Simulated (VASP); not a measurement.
# Ga2AgAs2 in VASP: single point with PBE

Aim: the single point of Ga2AgAs2 with PBE.

Program: VASP 6.6.1. These are calculated values, not measurements. Logs are shortened: lines on timing, memory, paths and dates and some standing lists are left out, and cuts for length are marked.

### Step 1. The cell of the first run

The cell holds a slab with vacuum, 5 atoms: a = 4.063 Å, b = 4.063 Å, c = 19.890 Å, α = 90.00°, β = 90.00°, γ = 90.00°.

### Step 2. Single point, PBE, collinear spin

Input file INCAR:

```
PREC = Accurate
ENCUT = 520
EDIFF = 1E-6
ISMEAR = 0
SIGMA = 0.05
LREAL = False
LASPH = True
NELM = 150
ALGO = Normal
ISIF = 2
LWAVE = False
LCHARG = False
ISPIN = 2
MAGMOM = 0 0 0 0 1
LORBIT = 11
LMAXMIX = 4
LDIPOL = True
IDIPOL = 3
DIPOL = 0.5 0.5 0.352
GGA = PE
NBANDS = 36
```

Input file KPOINTS:

```
Automatic mesh
0
Gamma
  7 7 1
```

Input file POSCAR:

```
Ga2AgAs2
1.0
    4.0629609260      0.0000000000      0.0000000000
    0.0000000000      4.0629609260      0.0000000000
    0.0000000000      0.0000000000     19.8904986549
As Ga Ag
2 2 1
Direct
    0.0000000000      0.5000000000      0.2011010417
    0.5000000000      0.0000000000      0.3511019678
    0.5000000000      0.5000000000      0.2733201266
    0.0000000000      0.0000000000      0.4263312980
    0.5000000000      0.0000000000      0.5092221606
```

Potentials or basis: VASP PAW PBE potentials, release 64 (As, Ga_d, Ag).

On the command line:

```console
$ cat potpaw_PBE.64/As/POTCAR potpaw_PBE.64/Ga_d/POTCAR potpaw_PBE.64/Ag/POTCAR > POTCAR
$ mpirun -np 1 vasp_std > vasp.out
```

OUTCAR:

```text
PREC = Accurate
   ENCUT = 520
   EDIFF = 1E-6
   ISMEAR = 0
   LREAL = False
   LASPH = True
   NELM = 150
   ISIF = 2
   ISPIN = 2
   LORBIT = 11
   GGA = PE

 ion  position               nearest neighbor table
   1  0.000  0.500  0.201-   3 2.49   3 2.49
   2  0.500  0.000  0.351-   4 2.52   4 2.52   3 2.55   3 2.55   5 3.15
   3  0.500  0.500  0.273-   1 2.49   1 2.49   2 2.55   2 2.55
   4  0.000  0.000  0.426-   2 2.52   2 2.52   5 2.62   5 2.62
   5  0.500  0.000  0.509-   4 2.62   4 2.62   2 3.15

  LATTYP: Found a simple tetragonal cell.
 ALAT       =     4.0629609260
 C/A-ratio  =     4.8955673011

  Lattice vectors:

 A1 = (   4.0629609260,   0.0000000000,   0.0000000000)
 A2 = (   0.0000000000,   4.0629609260,   0.0000000000)
 A3 = (   0.0000000000,   0.0000000000,  19.8904986549)

Analysis of symmetry for initial positions (statically):
=====================================================================
 Subroutine PRICEL returns:
 Original cell was already a primitive cell.

 Routine SETGRP: Setting up the symmetry group for a
 simple tetragonal supercell.

 Subroutine GETGRP returns: Found  4 space group operations
 (whereof  4 operations were pure point group operations)
 out of a pool of 16 trial point group operations.

The static configuration has the point symmetry C_2v.

Analysis of symmetry for dynamics (positions and initial velocities):
=====================================================================
 Subroutine PRICEL returns:
 Original cell was already a primitive cell.

 Routine SETGRP: Setting up the symmetry group for a
 simple tetragonal supercell.

 Subroutine GETGRP returns: Found  4 space group operations
 (whereof  4 operations were pure point group operations)
 out of a pool of 16 trial point group operations.

The dynamic configuration has the point symmetry C_2v.

Analysis of structural, dynamic, and magnetic symmetry:
=====================================================================
 Subroutine PRICEL returns:
 Original cell was already a primitive cell.

 Routine SETGRP: Setting up the symmetry group for a
 simple tetragonal supercell.

 Subroutine GETGRP returns: Found  4 space group operations
 (whereof  4 operations were pure point group operations)
 out of a pool of 16 trial point group operations.

The overall configuration has the point symmetry C_2v.

 Subroutine INISYM returns: Found  4 space group operations
 (whereof  4 operations are pure point group operations),
 and found     1 'primitive' translations

----------------------------------------------------------------------------------------

                                     Primitive cell

  volume of cell :     328.3454

  direct lattice vectors                    reciprocal lattice vectors
     4.062960926  0.000000000  0.000000000     0.246125921  0.000000000  0.000000000
     0.000000000  4.062960926  0.000000000     0.000000000  0.246125921  0.000000000
     0.000000000  0.000000000 19.890498655     0.000000000  0.000000000  0.050275260

  length of vectors
     4.062960926  4.062960926 19.890498655     0.246125921  0.246125921  0.050275260

  position of ions in fractional coordinates (direct lattice)
     0.000000000  0.500000000  0.201101042
     0.500000000  0.000000000  0.351101968
     0.500000000  0.500000000  0.273320127
     0.000000000  0.000000000  0.426331298
     0.500000000  0.000000000  0.509222161

  ion indices of the primitive-cell ions
   primitive index   ion index
                 1           1
                 2           2
                 3           3
                 4           4
                 5           5

----------------------------------------------------------------------------------------

 KPOINTS: Automatic mesh
[... 29 lines left out ...]
  0.000000  0.285714  0.000000      2.000000
  0.428571  0.000000  0.000000      2.000000
[... 8 lines left out ...]
 -0.285714  0.428571  0.000000      4.000000
  0.428571  0.428571  0.000000      4.000000
   k-points           NKPTS =     16   k-points in BZ     NKDIM =     16   number of bands    NBANDS=     36
   number of dos      NEDOS =    301   number of ions     NIONS =      5
   total plane-waves  NPLWV = 135000
   dimension x,y,z NGX =    30 NGY =   30 NGZ =  150
   dimension x,y,z NGXF=    60 NGYF=   60 NGZF=  300
   ions per type =               2   2   1
   NGX,Y,Z   is equivalent  to a cutoff of  12.28, 12.28, 12.54 a.u.
   NGXF,Y,Z  is equivalent  to a cutoff of  24.55, 24.55, 25.07 a.u.
 SYSTEM =  unknown system
   PREC   = accura    normal or accurate (medium, high low for compatibility)
   ISTART =      0    job   : 0-new  1-cont  2-samecut
   ICHARG =      2    charge: 1-file 2-atom 10-const
   ISPIN  =      2    spin polarized calculation?
   LNONCOLLINEAR =      F non collinear calculations
   LSORBIT =      F    spin-orbit coupling
   LASPH  =      T    aspherical Exc in radial PAW
   ENCUT  =  520.0 eV  38.22 Ry    6.18 a.u.   7.55  7.55 36.98*2*pi/ulx,y,z
   NELM   =    150;   NELMIN=  2; NELMDL= -5     # of ELM steps
   EDIFF  = 0.1E-05   stopping-criterion for ELM
   LREAL  =      F    real-space projection
   EDIFFG = 0.1E-04   stopping-criterion for IOM
   NSW    =      0    number of steps for IOM
   IBRION =     -1    ionic relax: 0-MD 1-quasi-New 2-CG
   NFREE  =      0    steps in history (QN), initial steepest desc. (CG)
   ISIF   =      2    stress and relaxation
   ISYM   =      2    0-nonsym 1-usesym 2-fastsym
   POTIM  = 0.5000    time-step for ionic-motion
   TEBEG  =    0.0;   TEEND  =   0.0 temperature during run
   PSTRESS=    0.0 pullay stress
   NELECT =      47.0000    total number of electrons
   NUPDOWN=      -1.0000    fix difference up-down
   EMIN   =  10.00;   EMAX   =-10.00  energy-range for DOS
   EFERMI =   0.00;   METHOD = LEGACY
   ISMEAR =     0;   SIGMA  =   0.05  broadening in eV -4-tet -1-fermi 0-gaus
   EFERMI_NEDOS =   21; number of points for ismear=-14 and -15
   IALGO  =     38    algorithm
   IMIX   =      4    mixing-type and parameters
     AMIX     =   0.40;   BMIX     =  1.00
     AMIX_MAG =   1.60;   BMIX_MAG =  1.00
  volume/ion in A,a.u.               =      65.67       443.16
  Fermi-wavevector in a.u.,A,eV,Ry     =   0.856375  1.618313  9.978207  0.733378
  Thomas-Fermi vector in A             =   1.973267
   LORBIT       =     11    0 simple, 1 ext, 2 COOP (PROOUT), +10 PAW based schemes
   GGA     = PE    functional components
   LHFCALC =     F    Hartree Fock is set to
   AEXX    =    0.0000 exact exchange contribution
   IVDW    =     0    specifies the selected vdW correction
   LEPSILON=     F    determine dielectric tensor
   LRPA    =     F    only Hartree local field effects (RPA)
 spin polarized calculation
 Gauss-broadening in eV      SIGMA  =   0.05
  energy-cutoff  :      520.00
  volume of cell :      328.35
 maximum number of plane-waves:      8887
 NGX is ok and might be reduce to    30
   NGX = 15   NGY = 15   NGZ = 73

 dipolmoment           0.000000      0.000000      0.000018 electrons x Angstroem

 number of electron      47.0000016 magnetization      -0.0000106

 number of electron      47.0000016 magnetization       0.0000004

 dipolmoment           0.000000      0.000000     -0.133667 electrons x Angstroem

 Free energy of the ion-electron system (eV)
  ---------------------------------------------------
  ext. energy  EPLUGINS =         0.00000000
  ---------------------------------------------------
  free energy    TOTEN  =       -15.95879346 eV

  energy without entropy =      -15.95759604  energy(sigma->0) =      -15.95819475

 E-fermi :  -1.7650     XC(G=0):  -4.3607

 val. band max:       -1.8863929040   @ k =   0.2857   0.2857   0.0000
 cond. band min:      -1.7244380566   @ k =  -0.1429   0.2857   0.0000
 fundamental gap:      0.1619548474
 Fermi energy:        -1.7650461582

 spin component 1

 k-point     1 :       0.0000    0.0000    0.0000
  band No.  band energies     occupation
      1     -16.7881      1.00000
      2     -16.6871      1.00000
      3     -16.6717      1.00000
      4     -16.6335      1.00000
      5     -16.5830      1.00000
      6     -16.1010      1.00000
[... 597 lines left out ...]
     34       5.5035      0.00000
     35       5.7070      0.00000
 Fermi energy:        -1.7650461582

 spin component 2

 k-point     1 :       0.0000    0.0000    0.0000
  band No.  band energies     occupation
      1     -16.7881      1.00000
      2     -16.6871      1.00000
      3     -16.6717      1.00000
      4     -16.6335      1.00000
      5     -16.5830      1.00000
      6     -16.1010      1.00000
[... 597 lines left out ...]
     34       5.5026      0.00000
     35       5.7017      0.00000
 [bands above 35 left out]

------------------------ aborting loop because EDIFF is reached ----------------------------------------

 vacuum level on the upper side and lower side of the slab       (xc-potential included)        -0.717         0.710

  FORCE on cell =-STRESS in cart. coord.  units (eV):
  Direction    XX          YY          ZZ          XY          YZ          ZX
  --------------------------------------------------------------------------------------
  -------------------------------------------------------------------------------------
  Total       -2.8564967     -2.3465324     -0.7305656      0.0000000      0.0000000      0.0000000
  in kB      -13.9384136    -11.4500182     -3.5648301      0.0000000      0.0000000      0.0000000
  external PRESSURE =      -9.6510873 kB  Pullay stress =       0.0000000 kB

 VOLUME and BASIS-vectors are now :
 -----------------------------------------------------------------------------
  energy-cutoff  :      520.00
  volume of cell :      328.35
      direct lattice vectors                 reciprocal lattice vectors
     4.062960926  0.000000000  0.000000000     0.246125921  0.000000000  0.000000000
     0.000000000  4.062960926  0.000000000     0.000000000  0.246125921  0.000000000
     0.000000000  0.000000000 19.890498655     0.000000000  0.000000000  0.050275260

 POSITION                                       TOTAL-FORCE (eV/Angst)
 -----------------------------------------------------------------------------------
      0.00000      2.03148      4.00000         0.000000      0.000000      0.401388
      2.03148      0.00000      6.98359         0.000000      0.000000     -0.144496
      2.03148      2.03148      5.43647         0.000000      0.000000     -0.275123
      0.00000      0.00000      8.47994         0.000000      0.000000      0.009393
      2.03148      0.00000     10.12868         0.000000      0.000000      0.008839
 -----------------------------------------------------------------------------------
    total drift:                                0.000000      0.000000     -0.001474

  FREE ENERGIE OF THE ION-ELECTRON SYSTEM (eV)
  ---------------------------------------------------
  free  energy   TOTEN  =       -15.9587934555 eV

  energy  without entropy=      -15.9575960435  energy(sigma->0) =      -15.95819475

 vacuum level on the upper side and lower side of the slab         2.374         3.837

 total charge

# of ion       s       p       d       tot
------------------------------------------
    1        1.290   1.340   0.016   2.646
    2        1.246   1.479   0.030   2.755
    3        0.908   0.710   9.977  11.595
    4        0.971   0.622   9.955  11.548
    5        0.395   0.128   9.239   9.762
--------------------------------------------------
tot          4.810   4.280  29.217  38.307

 magnetization (x)

# of ion       s       p       d       tot
------------------------------------------
    1        0.000   0.000  -0.000   0.000
    2       -0.000   0.000   0.000   0.000
    3       -0.000  -0.000   0.000  -0.000
    4       -0.000   0.000   0.000   0.000
    5       -0.000   0.000  -0.000  -0.000
--------------------------------------------------
tot         -0.000   0.000  -0.000   0.000
```

Wall time 17 min (1 thread of Intel Xeon 8259CL, shared host); peak memory 0.65 GiB.

Results:

```
Free energy                                           : -15.9588 eV
Largest force                                         : 0.401 eV/Å
Net moment                                            : 0.00 μB per cell
Valence electrons inside the program's atomic spheres : As 2.65, 2.75; Ga 11.60, 11.55; Ag 9.76
```

Forces in eV/Å, atoms in the order of the input:
```
As   0.000  0.000  0.401
As   0.000  0.000 -0.144
Ga   0.000  0.000 -0.275
Ga   0.000  0.000  0.009
Ag   0.000  0.000  0.009
```

Levels at points of the mesh, in eV from the Fermi level:
Spin up:
```tsv
k point	band 21	band 22	band 23	band 24	band 25	band 26
(0.00, 0.00, 0.00)	-1.40	-0.73	-0.30	0.87	1.06	2.12
```
Spin down:
```
           k point  band 19  band 20  band 21  band 22  band 23  band 24  band 25  band 26  band 27  band 28
(0.00, 0.00, 0.00)    -2.92    -1.54    -1.40    -0.73    -0.30     0.87     1.06     2.12     2.63     3.01
```
